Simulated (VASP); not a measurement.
# BiTe (Fm-3m) in VASP: notebook

The runs below take BiTe through relaxation of cell and atoms, with PBEsol.

Program: VASP 6.6.1. These are calculated values, not measurements. Logs are shortened: lines on timing, memory, paths and dates and some standing lists are left out, and cuts for length are marked.

### 1 The cell of the first run

It takes space group Fm-3m (No. 225, cubic). Conventional cell: a = 5.716 Å, b = 5.716 Å, c = 5.716 Å, α = 90.00°, β = 90.00°, γ = 90.00°. Within 3.8 Å of Bi (site symmetry m-3m) lie 6 Te at 2.86 Å. Within 3.8 Å of Te (site symmetry m-3m) lie 6 Bi at 2.86 Å.

### 2 Relaxation of cell and atoms, PBEsol, target pressure 50 GPa, at which the enthalpy is minimised

INCAR

```
  PREC = Accurate
  ENCUT = 600
  EDIFF = 1E-7
  ISMEAR = 0
  SIGMA = 0.1
  LREAL = F
  LASPH = T
  NELM = 100
  ALGO = Normal
  ISIF = 3
  LWAVE = F
  LCHARG = F
  GGA = PS
  IBRION = 2
  NSW = 70
  EDIFFG = -0.008
  PSTRESS = 500.0
```

KPOINTS

```
regular mesh
0
Gamma
  12 12 12
```

POSCAR

```
BiTe
1.0
    0.0000000000      2.8578284805      2.8578284805
    2.8578284805      0.0000000000      2.8578284805
    2.8578284805      2.8578284805      0.0000000000
Bi Te
1 1
Direct
    0.0000000000      0.0000000000      0.0000000000
    0.5000000000      0.5000000000      0.5000000000
```

Potentials or basis: VASP PAW PBE potentials, release 64 (Bi_d, Te).

Launch:

```console
$ cat potpaw_PBE.64/Bi_d/POTCAR potpaw_PBE.64/Te/POTCAR > POTCAR
$ mpirun -np 1 vasp_std > vasp.out
```

OUTCAR:

```text
PREC = Accurate
   ENCUT = 600
   EDIFF = 1E-7
   ISMEAR = 0
   LREAL = F
   LASPH = T
   NELM = 100
   ISIF = 3
   GGA = PS
   IBRION = 2
   NSW = 70
   EDIFFG = -0.008
   PSTRESS = 500.0

 ion  position               nearest neighbor table
   1  0.000  0.000  0.000-   2 2.86   2 2.86   2 2.86   2 2.86   2 2.86   2 2.86
   2  0.500  0.500  0.500-   1 2.86   1 2.86   1 2.86   1 2.86   1 2.86   1 2.86

  LATTYP: Found a face centered cubic cell.
 ALAT       =     5.7156569610

  Lattice vectors:

 A1 = (   0.0000000000,   2.8578284805,   2.8578284805)
 A2 = (   2.8578284805,   0.0000000000,   2.8578284805)
 A3 = (   2.8578284805,   2.8578284805,   0.0000000000)

Analysis of symmetry for initial positions (statically):
=====================================================================
 Subroutine PRICEL returns:
 Original cell was already a primitive cell.

 Routine SETGRP: Setting up the symmetry group for a
 face centered cubic supercell.

 Subroutine GETGRP returns: Found 48 space group operations
 (whereof 48 operations were pure point group operations)
 out of a pool of 48 trial point group operations.

The static configuration has the point symmetry O_h .

Analysis of symmetry for dynamics (positions and initial velocities):
=====================================================================
 Subroutine PRICEL returns:
 Original cell was already a primitive cell.

 Routine SETGRP: Setting up the symmetry group for a
 face centered cubic supercell.

 Subroutine GETGRP returns: Found 48 space group operations
 (whereof 48 operations were pure point group operations)
 out of a pool of 48 trial point group operations.

The dynamic configuration has the point symmetry O_h .

 Subroutine INISYM returns: Found 48 space group operations
 (whereof 48 operations are pure point group operations),
 and found     1 'primitive' translations

----------------------------------------------------------------------------------------

                                     Primitive cell

  volume of cell :      46.6808

  direct lattice vectors                    reciprocal lattice vectors
     0.000000000  2.857828480  2.857828480    -0.174958016  0.174958016  0.174958016
     2.857828480  0.000000000  2.857828480     0.174958016 -0.174958016  0.174958016
     2.857828480  2.857828480  0.000000000     0.174958016  0.174958016 -0.174958016

  length of vectors
     4.041579796  4.041579796  4.041579796     0.303036172  0.303036172  0.303036172

[... 101 lines left out ...]
  volume/ion in A,a.u.               =      23.34       157.51
  Fermi-wavevector in a.u.,A,eV,Ry     =   1.254397  2.370467 21.408938  1.573513
  Thomas-Fermi vector in A             =   2.388204
   LORBIT       =      0    0 simple, 1 ext, 2 COOP (PROOUT), +10 PAW based schemes
   GGA     = PS    functional components
   LHFCALC =     F    Hartree Fock is set to
   AEXX    =    0.0000 exact exchange contribution
   IVDW    =     0    specifies the selected vdW correction
   LEPSILON=     F    determine dielectric tensor
   LRPA    =     F    only Hartree local field effects (RPA)
 conjugate gradient relaxation of ions
 non-spin polarized calculation
 Gauss-broadening in eV      SIGMA  =   0.10
  energy-cutoff  :      600.00
  volume of cell :       46.68
 maximum number of plane-waves:      1588
   NGX = 17   NGY = 17   NGZ = 17

--------------------------------------- Ionic step        1  -------------------------------------------

 number of electron      21.0000004 magnetization

 Free energy of the ion-electron system (eV)
  ---------------------------------------------------
  ext. energy  EPLUGINS =         0.00000000
  ---------------------------------------------------
  free energy    TOTEN  =        -6.30001292 eV

  energy without entropy =       -6.29726166  energy(sigma->0) =       -6.29863729

------------------------ aborting loop because EDIFF is reached ----------------------------------------

  FORCE on cell =-STRESS in cart. coord.  units (eV):
  Direction    XX          YY          ZZ          XY          YZ          ZX
  --------------------------------------------------------------------------------------
  -------------------------------------------------------------------------------------
  Total       11.5369706     11.5369706     11.5369706      0.0000000      0.0000000      0.0000000
  in kB      395.9714664    395.9714664    395.9714664      0.0000000      0.0000000      0.0000000
  external PRESSURE =    -104.0285336 kB  Pullay stress =     500.0000000 kB
[... 215 lines left out ...]
--------------------------------------- Ionic step        7  -------------------------------------------

 number of electron      21.0000001 magnetization

 Free energy of the ion-electron system (eV)
  ---------------------------------------------------
  ext. energy  EPLUGINS =         0.00000000
  ---------------------------------------------------
  free energy    TOTEN  =        -5.71410587 eV

  energy without entropy =       -5.71110803  energy(sigma->0) =       -5.71260695

 E-fermi :  12.7522     XC(G=0): -11.5683

 val. band max:       12.7263674601   @ k =  -0.2500   0.1667   0.0000
 cond. band min:      12.8076704443   @ k =   0.4167   0.0833   0.0000
 fundamental gap:      0.0813029842
 Fermi energy:        12.7522402955

 k-point     1 :       0.0000    0.0000    0.0000
  band No.  band energies     occupation
      1     -10.9974      2.00000
      2     -10.9974      2.00000
      3     -10.9487      2.00000
      4     -10.9487      2.00000
      5     -10.9487      2.00000
      6      -4.6630      2.00000
      7       6.7726      2.00000
      8       8.8792      2.00000
      9       8.8792      2.00000
     10       8.8792      2.00000
     11      15.6494      0.00000
     12      15.6494      0.00000
     13      15.6494      0.00000
     14      16.6260      0.00000
[... 377 lines left out ...]
      1     -11.0518      2.00000
      2     -11.0282      2.00000
      3     -10.9395      2.00000
      4     -10.9163      2.00000
      5     -10.9073      2.00000
      6      -1.1906      2.00000
      7      -0.3999      2.00000
      8       6.7878      2.00000
      9       8.7259      2.00000
     10       9.5680      2.00000
     11      12.8296      0.27393
     12      13.4326      0.00000
     13      15.6747      0.00000
     14      18.7864      0.00000

 [... further k-points ...]

------------------------ aborting loop because EDIFF is reached ----------------------------------------

  FORCE on cell =-STRESS in cart. coord.  units (eV):
  Direction    XX          YY          ZZ          XY          YZ          ZX
  --------------------------------------------------------------------------------------
  -------------------------------------------------------------------------------------
  Total       13.9131902     13.9131902     13.9131902      0.0000000      0.0000000     -0.0000000
  in kB      500.0629452    500.0629452    500.0629452      0.0000000      0.0000000     -0.0000000
  external PRESSURE =       0.0629452 kB  Pullay stress =     500.0000000 kB
[... 21 lines left out ...]
  energy  without entropy=       -5.7111080288  energy(sigma->0) =       -5.71260695

  enthalpy is  TOTEN    =         8.1973330466 eV   P V=       13.9114389144

 reached required accuracy - stopping structural energy minimisation
```

OSZICAR:

```text
N       E                     dE             d eps       ncg     rms          rms(c)
DAV:   1     0.173840098752E+03    0.17384E+03   -0.11306E+04  2022   0.176E+03
[... 69 lines left out ...]
DAV:   1    -0.571438036474E+01    0.16474E-01   -0.76371E-03  2568   0.165E+00    0.110E-01
DAV:   2    -0.571414972910E+01    0.23064E-03   -0.43642E-04  2448   0.432E-01    0.382E-02
DAV:   3    -0.571410409897E+01    0.45630E-04   -0.15695E-04  2590   0.229E-01    0.459E-03
DAV:   4    -0.571410464948E+01   -0.55051E-06   -0.60836E-06  2620   0.261E-02    0.105E-02
DAV:   5    -0.571410550562E+01   -0.85614E-06   -0.65194E-07  2478   0.118E-02    0.443E-03
DAV:   6    -0.571410591408E+01   -0.40846E-06   -0.15226E-07  1524   0.433E-03    0.123E-03
DAV:   7    -0.571410586787E+01    0.46212E-07   -0.14294E-08  1008   0.144E-03
   7 F= 0.81973330E+01 E0= 0.81988320E+01  d E =-.426370E-05
```

CONTCAR:

```text
BiTe
   1.00000000000000
     0.0000000000000000    2.8142383601310699    2.8142383601310699
     2.8142383601310699   -0.0000000000000000    2.8142383601310699
     2.8142383601310699    2.8142383601310699   -0.0000000000000000
  Bi              Te
     1     1
Direct
     0.0000000000000000    0.0000000000000000    0.0000000000000000
     0.5000000000000000    0.5000000000000000    0.5000000000000000

  0.00000000E+00  0.00000000E+00  0.00000000E+00
  0.00000000E+00  0.00000000E+00  0.00000000E+00
```

Run time: 6.4 min. Hardware: 1 thread of Intel Xeon 8259CL, shared host; peak memory 0.23 GiB.

What came out:

| Property | Result |
| --- | --- |
| Free energy | -5.7141 eV |
| Relaxed volume | 22.29 Å³/atom |
| Relaxed cell | a = 3.980 Å, b = 3.980 Å, c = 3.980 Å, α = 60.00°, β = 60.00°, γ = 60.00° |
| Space group after relaxing (to 0.1 Å) | Fm-3m (No. 225) |
| Energy change on relaxing (the run minimises the enthalpy) | +293.0 meV/atom |
| Ionic steps | 7 |
| Pressure after relaxing | 50.0 GPa |
| Band gap on the k mesh | zero (an odd number of electrons rules out a gap without spin polarisation) |

The path:
```
step  energy change (eV)  largest force (eV/Å)  pressure (GPa)  volume (Å³)
   1              0.0000                0.0000           39.60        46.68
   2              4.1069                0.0000          109.63        37.17
   3              0.5319                0.0000           49.06        44.75
   4              0.5781                0.0000           49.87        44.60
   5              0.5909                0.0000           50.09        44.56
   6              0.5692                0.0000           49.71        44.63
   7              0.5859                0.0000           50.01        44.58
```

Final structure:
```
Bi Te
1.0
     0.00000    2.81424    2.81424
     2.81424    0.00000    2.81424
     2.81424    2.81424    0.00000
Bi Te
1 1
Direct
  0.00000 0.00000 0.00000
  0.50000 0.50000 0.50000
```

Caveat: the cell is relaxed towards a set pressure, so the run minimises the enthalpy, not the energy; the PAW data sets were made with another functional, which shifts forces and pressure a little; spin-orbit coupling is left out, which moves the levels of the heavy elements; an odd number of electrons without spin polarisation forces a metal; a magnetic or distorted state may lie lower.

### 3 Relaxation of cell and atoms, PBEsol, target pressure 25 GPa, at which the enthalpy is minimised

This run uses another cell than the first one, of 25.85 Å³/atom.

INCAR

```
ALGO     = Normal         # electronic algorithm
EDIFF    = 1E-6           # SCF threshold, eV
EDIFFG   = -0.008         # ionic threshold
ENCUT    = 600            # plane-wave cutoff, eV
GGA      = PS             # functional
IBRION   = 2              # ionic algorithm
ISIF     = 3              # what is computed and relaxed
ISMEAR   = 0              # smearing method
LASPH    = T              # aspherical terms in the spheres
LCHARG   = F              # write CHGCAR
LREAL    = F              # projectors in reciprocal space
LWAVE    = F              # write WAVECAR
NELM     = 60             # most SCF steps
NSW      = 70             # ionic steps
PREC     = Accurate       # precision mode
PSTRESS  = 250.0        
SIGMA    = 0.1            # smearing width, eV
```

KPOINTS

```
k-points
0
Gamma
  12 12 12
```

POSCAR

```
BiTe
1.0
    0.0000000000      2.9568663201      2.9568663201
    2.9568663201      0.0000000000      2.9568663201
    2.9568663201      2.9568663201      0.0000000000
Bi Te
1 1
Direct
    0.0000000000      0.0000000000      0.0000000000
    0.5000000000      0.5000000000      0.5000000000
```

Potentials or basis: VASP PAW PBE potentials, release 64 (Bi_d, Te).

Launch:

```console
$ cat potpaw_PBE.64/Bi_d/POTCAR potpaw_PBE.64/Te/POTCAR > POTCAR
$ mpirun -np 1 vasp_std > vasp.out
```

OUTCAR:

```text
EDIFF = 1E-6
   EDIFFG = -0.008
   ENCUT = 600
   GGA = PS
   IBRION = 2
   ISIF = 3
   ISMEAR = 0
   LASPH = T
   LREAL = F
   NELM = 60
   NSW = 70
   PREC = Accurate
   PSTRESS = 250.0

 ion  position               nearest neighbor table
   1  0.000  0.000  0.000-   2 2.96   2 2.96   2 2.96   2 2.96   2 2.96   2 2.96
   2  0.500  0.500  0.500-   1 2.96   1 2.96   1 2.96   1 2.96   1 2.96   1 2.96

  LATTYP: Found a face centered cubic cell.
 ALAT       =     5.9137326402

  Lattice vectors:

 A1 = (   0.0000000000,   2.9568663201,   2.9568663201)
 A2 = (   2.9568663201,   0.0000000000,   2.9568663201)
 A3 = (   2.9568663201,   2.9568663201,   0.0000000000)

Analysis of symmetry for initial positions (statically):
=====================================================================
[... 307 lines left out ...]
      1     -12.8319      2.00000
      2     -12.8319      2.00000
      3     -12.8006      2.00000
      4     -12.8006      2.00000
      5     -12.8006      2.00000
      6      -5.4431      2.00000
      7       3.7852      2.00000
      8       7.1572      2.00000
      9       7.1572      2.00000
     10       7.1572      2.00000
     11      13.2854      0.00000
     12      13.2854      0.00000
     13      13.2854      0.00000
     14      14.6998      0.00000
[... 377 lines left out ...]
      1     -12.8605      2.00000
      2     -12.8475      2.00000
      3     -12.7934      2.00000
      4     -12.7807      2.00000
      5     -12.7757      2.00000
      6      -2.4715      2.00000
      7      -1.7602      2.00000
      8       5.3227      2.00000
      9       7.0583      2.00000
     10       7.6240      2.00000
     11      10.6969      0.07967
     12      11.0948      0.00000
     13      13.1792      0.00000
     14      16.6540      0.00000

 [... further k-points ...]

------------------------ aborting loop because EDIFF is reached ----------------------------------------

  FORCE on cell =-STRESS in cart. coord.  units (eV):
  Direction    XX          YY          ZZ          XY          YZ          ZX
  --------------------------------------------------------------------------------------
  -------------------------------------------------------------------------------------
  Total        7.8919333      7.8919333      7.8919333      0.0000000     -0.0000000      0.0000000
  in kB      249.8399721    249.8399721    249.8399721      0.0000000     -0.0000000      0.0000000
  external PRESSURE =      -0.1600279 kB  Pullay stress =     250.0000000 kB
[... 21 lines left out ...]
  energy  without entropy=       -7.0765598831  energy(sigma->0) =       -7.07882301

  enthalpy is  TOTEN    =         0.8159020647 eV   P V=        7.8969882060

 reached required accuracy - stopping structural energy minimisation
```

OSZICAR:

```text
N       E                     dE             d eps       ncg     rms          rms(c)
DAV:   1     0.171573996478E+03    0.17157E+03   -0.11387E+04  2028   0.173E+03
DAV:   2     0.505385131323E+01   -0.16652E+03   -0.16458E+03  2106   0.416E+02
[... 30 lines left out ...]
DAV:   9    -0.708440846647E+01   -0.84319E-07   -0.55933E-07  1032   0.132E-02
   3 F= 0.81590537E+00 E0= 0.81817647E+00  d E =-.109803E-01
       N       E                     dE             d eps       ncg     rms          rms(c)
DAV:   1    -0.708112031283E+01    0.32881E-02   -0.95179E-04  2544   0.551E-01    0.362E-02
DAV:   2    -0.708109145506E+01    0.28858E-04   -0.53662E-05  2460   0.142E-01    0.133E-02
DAV:   3    -0.708108590114E+01    0.55539E-05   -0.20749E-05  2476   0.780E-02    0.175E-03
DAV:   4    -0.708108614137E+01   -0.24023E-06   -0.56411E-07  1056   0.815E-03
   4 F= 0.81590206E+00 E0= 0.81816519E+00  d E =-.109836E-01
```

Run time: 4.6 min. Hardware: 1 thread of Intel Xeon 8259CL, shared host; peak memory 0.26 GiB.

What came out:

```yaml
Free_energy: -7.0811 eV
Relaxed_volume: 25.30 Å³/atom
Relaxed_cell: a = 4.152 Å, b = 4.152 Å, c = 4.152 Å, α = 60.00°, β = 60.00°, γ = 60.00°
Space_group_after_relaxing_to_0.1_Å: Fm-3m (No. 225)
Energy_change_on_relaxing_the_run_minimises_the_enthalpy: +79.9 meV/atom
Ionic_steps: 4
Pressure_after_relaxing: 25.0 GPa
Band_gap_on_the_k_mesh: zero (an odd number of electrons rules out a gap without spin polarisation)
```

Step by step:
```
step  energy change (eV)  largest force (eV/Å)  pressure (GPa)  volume (Å³)
   1              0.0000                0.0000           21.87        51.70
   2              0.6337                0.0000           34.01        48.02
   3              0.1565                0.0000           24.94        50.63
   4              0.1598                0.0000           24.98        50.61
```

Final structure:
```xyz
2
Lattice="0.0000 2.9359 2.9359 2.9359 0.0000 2.9359 2.9359 2.9359 0.0000" Properties=species:S:1:pos:R:3 pbc="T T T"
Bi    0.0000    2.9359    2.9359
Te    2.9359    2.9359    2.9359
```

Caveat: the cell is relaxed towards a set pressure, so the run minimises the enthalpy, not the energy; the PAW data sets were made with another functional, which shifts forces and pressure a little; spin-orbit coupling is left out, which moves the levels of the heavy elements; an odd number of electrons without spin polarisation forces a metal; a magnetic or distorted state may lie lower.

(Continued in part 2 of 2.)

The gap in the log of VASP goes by the Fermi energy; the results here count the filled bands.